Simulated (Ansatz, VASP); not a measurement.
**Two plane-wave programs on HfO3**

```
CELL_PARAMETERS angstrom
4.14206 0.00000 0.00000
0.00000 4.14206 0.00000
0.00000 0.00000 4.14206
ATOMIC_POSITIONS crystal
Hf 0.00000 0.00000 0.00000
Hf 0.50000 0.50000 0.50000
O 0.25000 0.00000 0.50000
O 0.75000 0.00000 0.50000
O 0.50000 0.25000 0.00000
O 0.50000 0.75000 0.00000
O 0.00000 0.50000 0.25000
O 0.00000 0.50000 0.75000
```

Alike in both runs: functional PBE; k mesh 4 × 4 × 4; occupations gaussian, width 0.1 eV; no spin polarisation.

Ansatz relaxed the structure, and its values are those at the end. VASP's run is a single point on that final structure, the one shown.

```csv
,VASP,Ansatz
version,VASP 6.6.1,Ansatz 0.2.0
potentials or method,"VASP PAW PBE potentials, release 64 (Hf_pv, O), cutoff 520 eV","scalar-relativistic, plane waves, PAW"
valence electrons in the cell,56,88
```

Ansatz gave:

```
gap on the k mesh at the Fermi level (eV) : none
pressure (GPa)                            : 0.0
```

Problem. What did VASP give for the same quantities?

Solution. gap on the k mesh at the Fermi level (eV): none; pressure (GPa): -3.8.

A gap of «none» marks a metal or a gap that the smearing closes. With one functional, cell and mesh, what is left measures potentials, basis and numerics. VASP's potentials hold 56 valence electrons a cell and Ansatz's 88, so a difference there can come from the potentials and not from the codes.

The k mesh is coarse, so the values compare programs but aren't converged. Neither program's run includes spin-orbit coupling.
